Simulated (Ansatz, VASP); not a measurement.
# WS2: VASP beside Ansatz

```
W S
1.0
    -3.15800   -5.46982    0.00000
     9.47400   -5.46982    0.00000
     0.00000    1.82327   12.32667
W S
16 32
Direct
  0.00000 0.00000 0.00000
  0.50000 0.00000 0.00000
  0.25000 0.25000 0.00000
  0.37500 0.12500 0.50000
  0.75000 0.25000 0.00000
  0.87500 0.12500 0.50000
  0.50000 0.50000 0.00000
  0.62500 0.37500 0.50000
  0.00000 0.50000 0.00000
  0.12500 0.37500 0.50000
  0.75000 0.75000 0.00000
  0.87500 0.62500 0.50000
  0.25000 0.75000 0.00000
  0.37500 0.62500 0.50000
  0.12500 0.87500 0.50000
  0.62500 0.87500 0.50000
  0.09364 0.03121 0.37455
  0.59364 0.03121 0.37455
  0.34364 0.28121 0.37455
  0.46864 0.15621 0.87455
  0.84364 0.28121 0.37455
  0.96864 0.15621 0.87455
  0.59364 0.53121 0.37455
  0.71864 0.40621 0.87455
  0.09364 0.53121 0.37455
  0.21864 0.40621 0.87455
  0.84364 0.78121 0.37455
  0.96864 0.65621 0.87455
  0.34364 0.78121 0.37455
  0.46864 0.65621 0.87455
  0.21864 0.90621 0.87455
  0.71864 0.90621 0.87455
  0.15712 0.05237 0.62850
  0.65712 0.05237 0.62850
  0.40713 0.30238 0.62850
  0.53212 0.17738 0.12850
  0.90712 0.30238 0.62850
  0.03213 0.17738 0.12850
  0.65712 0.55237 0.62850
  0.78212 0.42738 0.12850
  0.15712 0.55237 0.62850
  0.28213 0.42738 0.12850
  0.90712 0.80237 0.62850
  0.03213 0.67737 0.12850
  0.40713 0.80237 0.62850
  0.53212 0.67737 0.12850
  0.28213 0.92737 0.12850
  0.78212 0.92737 0.12850
```

Alike in both runs: task single point; functional PBE; k mesh 2 × 1 × 1; occupations gaussian, width 0.05 eV; no spin polarisation.

|  | VASP | Ansatz |
| --- | --- | --- |
| version | VASP 6.6.1 | Ansatz 0.2.0 |
| potentials or method | VASP PAW PBE potentials, release 64 (W_sv, S), cutoff 520 eV | scalar-relativistic, plane waves, PAW |
| valence electrons in the cell | 416 | 416 |

Ansatz gave:

```
gap on the k mesh at the Fermi level (eV) : 1.15
rms of the force components (eV/Å)        : 0.270
```

Question: What did VASP give for the same quantities?

Answer: gap on the k mesh at the Fermi level (eV): 1.17; rms of the force components (eV/Å): 0.271.

Atom by atom the forces differ by 0.002 eV/Å (rms over components). Ansatz's warnings: structure snapped to symmetry.

The k mesh is coarse, so the values compare programs but aren't converged. Spin-orbit coupling is off throughout.
